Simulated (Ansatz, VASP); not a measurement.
## One calculation of PtSe2, two programs

```xyz
3
Lattice="3.7166 0.0000 0.0000 -1.8583 3.2187 0.0000 0.0000 0.0000 5.8297" Properties=species:S:1:pos:R:3 pbc="T T T"
Pt    0.0500    0.0000    0.0000
Se    0.0000    2.1458    1.3115
Se    1.8583    1.0729    4.5182
```

Alike in both runs: task single point; functional r2SCAN; k mesh 8 × 8 × 4; occupations gaussian, width 0.05 eV; no spin polarisation.

```csv
,VASP,Ansatz
version,VASP 6.6.1,Ansatz 0.2.0
potentials or method,"VASP PAW PBE potentials, release 64 (Pt, Se), cutoff 520 eV","scalar-relativistic, plane waves, PAW"
valence electrons in the cell,22,50
```

Ansatz gave:

* gap on the k mesh at the Fermi level (eV): 0.66
* least direct gap on the mesh (eV): 0.89
* pressure (GPa): 0.2
* traceless stress, the component that is largest in VASP (GPa): -0.10
* rms of the force components (eV/Å): 0.310

**Question.** What did VASP give for the same quantities?

**Answer.** gap on the k mesh at the Fermi level (eV): 0.65; least direct gap on the mesh (eV): 0.87; pressure (GPa): 0.2; traceless stress, the component that is largest in VASP (GPa): -0.10; rms of the force components (eV/Å): 0.312.

VASP's potentials were made for PBE, not for r2SCAN. Atom by atom the forces differ by 0.005 eV/Å (rms over components). VASP's potentials hold 22 valence electrons a cell and Ansatz's 50, so a difference there can come from the potentials and not from the codes.

Spin-orbit coupling is off throughout.
